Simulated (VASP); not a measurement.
HfN: electric field gradients with PBE

Crystal: HfN.

```
CELL_PARAMETERS angstrom
0.00000 2.27396 2.27396
2.27396 0.00000 2.27396
2.27396 2.27396 0.00000
ATOMIC_POSITIONS crystal
Hf 0.00000 0.00000 0.00000
N 0.50000 0.50000 0.50000
```

This cell differs from its parent crystal: volume scaled by 1.02.

| Quantity | Value |
| --- | --- |
| Program | VASP 6.6.1 |
| Task | electric field gradients |
| Functional | PBE |
| Potentials or basis | VASP PAW PBE potentials, release 64 (Hf_pv, N) |
| Cutoff | 520 eV |
| k mesh | 10 × 10 × 10 |
| Occupations | fermi-dirac, width 0.03 eV |
| Spin | no spin polarisation |
| Dipole correction | no |
| Further INCAR settings | ALGO = Normal; EDIFF = 1e-08; NBANDS = 14 |

* Pressure: -2.3 GPa

Levels at points of the mesh, in eV from the Fermi level:
```csv
k point,band 6,band 7,band 8,band 9,band 10,band 11
"(0.00, 0.00, 0.00)",-3.04,-3.04,-0.37,-0.37,-0.37,1.57
"(0.50, 0.00, 0.00)",-6.12,-6.12,3.15,3.57,3.57,4.29
"(0.50, 0.50, 0.00)",-3.75,-3.72,-3.72,3.96,5.33,5.34
```

It took 9.8 s on 1 thread of AMD EPYC 9R45 96-Core Processor (Zen 5), on a shared host, peak memory 0.11 GiB.

Caveat: without QUAD_EFG the Cq values of the log hold for a quadrupole moment of 1 mb, not for the nuclei; spin-orbit coupling is left out, which moves the levels of the heavy elements.
